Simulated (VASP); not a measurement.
# Ag5Pt3Au2 (P1) in VASP: single point with PBE

Aim: the single point of Ag5Pt3Au2 with PBE.

Everything below comes from runs of VASP 6.6.1. Logs are shortened: lines on timing, memory, paths and dates and some standing lists are left out, and cuts for length are marked.

**1. The cell of the first run**

The typed cell holds 20 atoms: a = 7.561 Å, b = 7.617 Å, c = 7.654 Å, α = 106.43°, β = 106.72°, γ = 114.62°.

**2. Single point, PBE**

Contents of INCAR:

```
PREC = Accurate
ENCUT = 520
EDIFF = 1E-7
ISMEAR = 0
SIGMA = 0.1
LREAL = Auto
LASPH = True
NELM = 60
ALGO = Fast
ISIF = 2
LWAVE = False
LCHARG = False
GGA = PE
ISYM = 0
NBANDS = 123
```

Contents of KPOINTS:

```
Automatic mesh
0
Gamma
  4 4 3
```

Contents of POSCAR:

```
Ag5Pt3Au2
1.0
   -6.0417194338      4.0730920191      2.0183862937
    6.0622975909      4.1246738680     -2.0637047900
   -2.0441656827     -4.0707221073     -6.1505870099
Ag Pt Au
10 6 4
Direct
    0.0471449517      0.3450156619      0.8951915984
    0.5553259704      0.8536333709      0.9029751960
    0.3532015379      0.4558744605      0.3043584116
    0.3963364105      0.7991703811      0.2011505652
    0.7497509052      0.2529354432      0.4981872706
    0.8443524538      0.9483577214      0.2979020398
    0.4494569645      0.1532497549      0.1018578036
    0.5013381484      0.4954457880      0.0019565347
    0.9022895127      0.3034663446      0.1993170345
    0.9515419239      0.6498484786      0.0975696046
    0.1070291999      0.7078694926      0.7997966474
    0.1385090974      0.0381758436      0.6951285494
    0.2495601706      0.7530134484      0.5059621756
    0.6973690083      0.8972035207      0.5974460965
    0.0018578989      0.0017723934      0.9957223028
    0.8105914885      0.6078696128      0.4041648042
    0.2028718106      0.4050795437      0.6075312123
    0.5915859573      0.1919363643      0.7906568965
    0.6602494687      0.5564025258      0.7026212505
    0.2884865288      0.0972572639      0.3964225771
```

Potentials or basis: VASP PAW PBE potentials, release 64 (Ag, Pt, Au).

Launch:

```console
$ cat potpaw_PBE.64/Ag/POTCAR potpaw_PBE.64/Pt/POTCAR potpaw_PBE.64/Au/POTCAR > POTCAR
$ mpirun -np 1 vasp_std > vasp.out
```

OUTCAR:

```text
PREC = Accurate
   ENCUT = 520
   EDIFF = 1E-7
   ISMEAR = 0
   LREAL = Auto
   LASPH = True
   NELM = 60
   ISIF = 2
   GGA = PE
   ISYM = 0

 ion  position               nearest neighbor table
   1  0.047  0.345  0.895-  17 2.84  15 2.84  12 2.87   9 2.88  10 2.88   5 2.89   8 2.89  18 2.90
                            14 2.91   3 2.93  11 2.94   4 2.95
   2  0.555  0.854  0.903-   6 2.84  15 2.86  11 2.86  18 2.87  14 2.88  13 2.89  19 2.89   7 2.90
                             9 2.91  17 2.91   4 2.92   8 2.93
   3  0.353  0.456  0.304-   4 2.86  14 2.86   9 2.87   7 2.88   8 2.88  13 2.88  20 2.89  19 2.90
                            17 2.91  16 2.92   1 2.93  15 2.95
   4  0.396  0.799  0.201-  10 2.83   3 2.86   6 2.86  14 2.88  11 2.89  20 2.89  13 2.90   7 2.91
                             2 2.92   8 2.92   5 2.94   1 2.95
   5  0.750  0.253  0.498-  19 2.85   7 2.87   6 2.87  17 2.88  16 2.88  18 2.88   1 2.89   9 2.89
                            14 2.92   4 2.94  20 2.94  11 2.95
   6  0.844  0.948  0.298-  20 2.83   2 2.84   4 2.86  16 2.87   5 2.87  14 2.87  12 2.89   9 2.90
                            10 2.91   8 2.92  15 2.94  17 2.98
   7  0.449  0.153  0.102-   8 2.83  15 2.84   5 2.87   3 2.88  11 2.89   9 2.89   2 2.90  20 2.90
                             4 2.91  12 2.92  18 2.92  16 2.96
   8  0.501  0.495  0.002-   7 2.83  10 2.87  18 2.87  17 2.88   3 2.88   1 2.89  16 2.89   6 2.92
                             4 2.92   2 2.93  19 2.94  12 2.98
   9  0.902  0.303  0.199-   3 2.87  10 2.87  16 2.87   1 2.88   5 2.89  15 2.89   7 2.89   6 2.90
                             2 2.91  13 2.92  17 2.93  18 2.94
  10  0.952  0.650  0.098-   4 2.83  19 2.85   9 2.87   8 2.87   1 2.88  16 2.89  20 2.89  15 2.91
                            11 2.91   6 2.91  13 2.92  18 2.98
  11  0.107  0.708  0.800-  12 2.79  13 2.80  17 2.85  19 2.85  16 2.85  15 2.86   2 2.86   7 2.89
                             4 2.89  10 2.91   1 2.94   5 2.95
  12  0.139  0.038  0.695-  16 2.79  11 2.79  15 2.82  13 2.82  14 2.82   1 2.87   6 2.89  20 2.89
                            18 2.89   7 2.92  17 2.93   8 2.98
  13  0.250  0.753  0.506-  16 2.80  11 2.80  12 2.82  18 2.84  14 2.87  17 2.88   3 2.88   2 2.89
                            20 2.90   4 2.90   9 2.92  10 2.92
  14  0.697  0.897  0.597-  12 2.82  18 2.86  19 2.86   3 2.86  16 2.87   6 2.87  13 2.87   4 2.88
                            15 2.88   2 2.88   1 2.91   5 2.92
  15  0.002  0.002  0.996-  12 2.82   7 2.84   1 2.84  11 2.86   2 2.86  20 2.87  19 2.88  14 2.88
                             9 2.89  10 2.91   6 2.94   3 2.95
  16  0.811  0.608  0.404-  12 2.79  13 2.80  11 2.85   6 2.87   9 2.87  14 2.87  19 2.88   5 2.88
                            10 2.89   8 2.89   3 2.92   7 2.96
  17  0.203  0.405  0.608-   1 2.84  11 2.85  20 2.87   5 2.88   8 2.88  13 2.88   2 2.91   3 2.91
                            19 2.93   9 2.93  12 2.93   6 2.98
  18  0.592  0.192  0.791-  13 2.84  14 2.86   2 2.87   8 2.87  20 2.88   5 2.88  12 2.89   1 2.90
                            19 2.91   7 2.92   9 2.94  10 2.98
  19  0.660  0.556  0.703-   5 2.85  11 2.85  10 2.85  14 2.86  15 2.88  16 2.88   2 2.89   3 2.90
                            18 2.91  17 2.93   8 2.94  20 3.00
  20  0.288  0.097  0.396-   6 2.83  15 2.87  17 2.87  18 2.88  10 2.89  12 2.89   3 2.89   4 2.89
                            13 2.90   7 2.90   5 2.94  19 3.00

IMPORTANT INFORMATION: All symmetrisations will be switched off!
NOSYMM: (Re-)initialisation of all symmetry stuff for point group C_1.

----------------------------------------------------------------------------------------

                                     Primitive cell

  volume of cell :     340.2916

  direct lattice vectors                    reciprocal lattice vectors
    -6.041719434  4.073092019  2.018386294    -0.099238222  0.121969635 -0.047742617
     6.062297591  4.124673868 -2.063704790     0.049474089  0.121325464 -0.096741251
    -2.044165683 -4.070722107 -6.150587010    -0.049166198 -0.000682553 -0.145793834

  length of vectors
     7.560842251  7.617300313  7.653699261     0.164329469  0.162869344  0.153862351

  position of ions in fractional coordinates (direct lattice)
     0.047144952  0.345015662  0.895191598
     0.555325970  0.853633371  0.902975196
     0.353201538  0.455874460  0.304358412
     0.396336410  0.799170381  0.201150565
     0.749750905  0.252935443  0.498187271
     0.844352454  0.948357721  0.297902040
[... 12 lines left out ...]
     0.660249469  0.556402526  0.702621251
     0.288486529  0.097257264  0.396422577

  ion indices of the primitive-cell ions
   primitive index   ion index
                 1           1
                 2           2
                 3           3
                 4           4
                 5           5
                 6           6
[... 12 lines left out ...]
                19          19
                20          20

----------------------------------------------------------------------------------------

 KPOINTS: Automatic mesh

Automatic generation of k-mesh.
 Grid dimensions read from file:
 generate k-points for:    4    4    3

 Generating k-lattice:

  Cartesian coordinates                     Fractional coordinates (reciprocal lattice)
    -0.024809556  0.030492409 -0.011935654     0.250000000  0.000000000 -0.000000000
     0.012368522  0.030331366 -0.024185313     0.000000000  0.250000000  0.000000000
    -0.016388733 -0.000227518 -0.048597945     0.000000000 -0.000000000  0.333333333

  Length of vectors
     0.041082367  0.040717336  0.051287450

  Shift w.r.t. Gamma in fractional coordinates (k-lattice)
     0.000000000  0.000000000  0.000000000

 Subroutine IBZKPT returns following result:
 ===========================================

 Found     26 irreducible k-points:

 Following reciprocal coordinates:
            Coordinates               Weight
  0.000000  0.000000  0.000000      1.000000
  0.250000 -0.000000 -0.000000      2.000000
  0.500000 -0.000000 -0.000000      1.000000
 -0.000000  0.250000 -0.000000      2.000000
  0.250000  0.250000 -0.000000      2.000000
  0.500000  0.250000 -0.000000      2.000000
[... 16 lines left out ...]
  0.000000 -0.250000  0.333333      2.000000
  0.250000 -0.250000  0.333333      2.000000
 [... further k-points ...]
   k-points           NKPTS =     26   k-points in BZ     NKDIM =     26   number of bands    NBANDS=    123
   number of dos      NEDOS =    301   number of ions     NIONS =     20
   total plane-waves  NPLWV = 201600
   dimension x,y,z NGX =    56 NGY =   60 NGZ =   60
   dimension x,y,z NGXF=   112 NGYF=  120 NGZF=  120
   ions per type =              10   6   4
   NGX,Y,Z   is equivalent  to a cutoff of  12.31, 13.09, 13.03 a.u.
   NGXF,Y,Z  is equivalent  to a cutoff of  24.63, 26.19, 26.07 a.u.
 SYSTEM =  unknown system
   PREC   = accura    normal or accurate (medium, high low for compatibility)
   ISTART =      0    job   : 0-new  1-cont  2-samecut
   ICHARG =      2    charge: 1-file 2-atom 10-const
   ISPIN  =      1    spin polarized calculation?
   LNONCOLLINEAR =      F non collinear calculations
   LSORBIT =      F    spin-orbit coupling
   LASPH  =      T    aspherical Exc in radial PAW
   ENCUT  =  520.0 eV  38.22 Ry    6.18 a.u.  14.06 14.16 14.23*2*pi/ulx,y,z
   NELM   =     60;   NELMIN=  2; NELMDL= -5     # of ELM steps
   EDIFF  = 0.1E-06   stopping-criterion for ELM
   LREAL  =      T    real-space projection
   EDIFFG = 0.1E-05   stopping-criterion for IOM
   NSW    =      0    number of steps for IOM
   IBRION =     -1    ionic relax: 0-MD 1-quasi-New 2-CG
   NFREE  =      0    steps in history (QN), initial steepest desc. (CG)
   ISIF   =      2    stress and relaxation
   ISYM   =      0    0-nonsym 1-usesym 2-fastsym
   POTIM  = 0.5000    time-step for ionic-motion
   TEBEG  =    0.0;   TEEND  =   0.0 temperature during run
   PSTRESS=    0.0 pullay stress
   NELECT =     214.0000    total number of electrons
   NUPDOWN=      -1.0000    fix difference up-down
   EMIN   =  10.00;   EMAX   =-10.00  energy-range for DOS
   EFERMI =   0.00;   METHOD = LEGACY
   ISMEAR =     0;   SIGMA  =   0.10  broadening in eV -4-tet -1-fermi 0-gaus
   EFERMI_NEDOS =   21; number of points for ismear=-14 and -15
   IALGO  =     68    algorithm
   IMIX   =      4    mixing-type and parameters
     AMIX     =   0.40;   BMIX     =  1.00
     AMIX_MAG =   1.60;   BMIX_MAG =  1.00
  volume/ion in A,a.u.               =      17.01       114.82
  Fermi-wavevector in a.u.,A,eV,Ry     =   1.402584  2.650500 26.765967  1.967243
  Thomas-Fermi vector in A             =   2.525332
   LORBIT       =      0    0 simple, 1 ext, 2 COOP (PROOUT), +10 PAW based schemes
   GGA     = PE    functional components
   LHFCALC =     F    Hartree Fock is set to
   AEXX    =    0.0000 exact exchange contribution
   IVDW    =     0    specifies the selected vdW correction
   LEPSILON=     F    determine dielectric tensor
   LRPA    =     F    only Hartree local field effects (RPA)
 non-spin polarized calculation
 RMM-DIIS sequential band-by-band and
 Gauss-broadening in eV      SIGMA  =   0.10
  energy-cutoff  :      520.00
  volume of cell :      340.29
 maximum number of plane-waves:      9186
   NGX = 29   NGY = 29   NGZ = 29

 number of electron     214.0000010 magnetization

 Free energy of the ion-electron system (eV)
  ---------------------------------------------------
  ext. energy  EPLUGINS =         0.00000000
  ---------------------------------------------------
  free energy    TOTEN  =       -76.87900958 eV

  energy without entropy =      -76.83558905  energy(sigma->0) =      -76.85729931

 E-fermi :   8.5875     XC(G=0): -12.4766

 val. band max:        8.5833696545   @ k =   0.5000   0.5000  -0.0000
 cond. band min:       8.5892523312   @ k =  -0.2500  -0.2500   0.3333
 fundamental gap:      0.0058826767
 Fermi energy:         8.5875078596

 k-point     1 :       0.0000    0.0000    0.0000
  band No.  band energies     occupation
      1       0.1785      2.00000
      2       2.3936      2.00000
      3       2.4698      2.00000
      4       2.5077      2.00000
      5       2.5491      2.00000
      6       2.6162      2.00000
[... 111 lines left out ...]
    118      11.7031      0.00000
    119      14.8638      0.00000
[... 2804 lines left out ...]
    118      12.5061      0.00000
    119      12.6126      0.00000

 [... further k-points ...]

 [bands above 119 left out]

------------------------ aborting loop because EDIFF is reached ----------------------------------------

  FORCE on cell =-STRESS in cart. coord.  units (eV):
  Direction    XX          YY          ZZ          XY          YZ          ZX
  --------------------------------------------------------------------------------------
  -------------------------------------------------------------------------------------
  Total       -0.4863146     -0.4698828     -0.5540458     -0.0781404      0.0490599      0.0193753
  in kB       -2.2896897     -2.2123247     -2.6085852     -0.3679044      0.2309861      0.0912237
  external PRESSURE =      -2.3701999 kB  Pullay stress =       0.0000000 kB

 VOLUME and BASIS-vectors are now :
 -----------------------------------------------------------------------------
  energy-cutoff  :      520.00
  volume of cell :      340.29
      direct lattice vectors                 reciprocal lattice vectors
    -6.041719434  4.073092019  2.018386294    -0.099238222  0.121969635 -0.047742617
     6.062297591  4.124673868 -2.063704790     0.049474089  0.121325464 -0.096741251
    -2.044165683 -4.070722107 -6.150587010    -0.049166198 -0.000682553 -0.145793834

 POSITION                                       TOTAL-FORCE (eV/Angst)
 -----------------------------------------------------------------------------------
     -0.02317     -2.02897     -6.12281         0.000724      0.001399      0.009892
     -0.02598      2.10709     -6.19461        -0.004130     -0.009128      0.019954
      0.00754      2.08000     -2.09988        -0.019023     -0.019355     -0.022565
      2.03907      4.09180     -2.08649         0.007230      0.001317      0.007716
     -4.01479      2.06910     -2.07284         0.012764      0.003580     -0.009123
      0.03892      6.13812     -2.08517        -0.013857      0.009480     -0.007199
[... 12 lines left out ...]
     -2.05224      2.12406     -4.13715         0.008163     -0.004825     -0.000281
     -1.96371     -0.03754     -2.05666         0.024449      0.015656     -0.020667
 -----------------------------------------------------------------------------------
    total drift:                               -0.007370     -0.002050     -0.002357

  FREE ENERGIE OF THE ION-ELECTRON SYSTEM (eV)
  ---------------------------------------------------
  free  energy   TOTEN  =       -76.8790095765 eV

  energy  without entropy=      -76.8355890516  energy(sigma->0) =      -76.85729931
```

Run time: 60 min. Hardware: 1 thread of Oxide Virtual Turin-like, shared host; peak memory 0.88 GiB.

What came out:

```
Free energy            : -76.8790 eV
Pressure               : -0.2 GPa
Largest force          : 0.036 eV/Å
Band gap on the k mesh : zero (bands 107 and 108 overlap by 0.44 eV)
```

Forces on the atoms (eV/Å):
```
Ag   0.001  0.001  0.010
Ag  -0.004 -0.009  0.020
Ag  -0.019 -0.019 -0.023
Ag   0.007  0.001  0.008
Ag   0.013  0.004 -0.009
Ag  -0.014  0.009 -0.007
Ag   0.006 -0.007  0.000
Ag  -0.001  0.010  0.024
Ag   0.002  0.004 -0.017
Ag   0.006 -0.008  0.012
Pt   0.011  0.003  0.004
Pt   0.008 -0.019 -0.002
Pt  -0.010 -0.018 -0.003
Pt  -0.022 -0.011 -0.005
Pt  -0.003  0.005  0.021
Pt  -0.012  0.002 -0.018
Au  -0.020  0.024  0.015
Au   0.019  0.019 -0.011
Au   0.008 -0.005  0.000
Au   0.024  0.016 -0.021
```

Levels at points of the mesh, in eV from the Fermi level:
```
           k point  band 103  band 104  band 105  band 106  band 107  band 108  band 109  band 110  band 111  band 112
(0.00, 0.00, 0.00)     -0.65     -0.61     -0.53     -0.28     -0.22     -0.15     -0.10      0.04      0.10      0.28
(0.50, 0.00, 0.00)     -0.57     -0.51     -0.47     -0.33      0.20      0.39      0.67      0.91      1.71      1.83
(0.00, 0.50, 0.00)     -0.66     -0.61     -0.58     -0.22      0.11      0.36      0.66      0.97      1.65      1.75
(0.50, 0.50, 0.00)     -0.57     -0.53     -0.45     -0.33     -0.20     -0.14     -0.11      0.00      0.31      0.88
```

Caveat: spin-orbit coupling is left out, which moves the levels of the heavy elements.
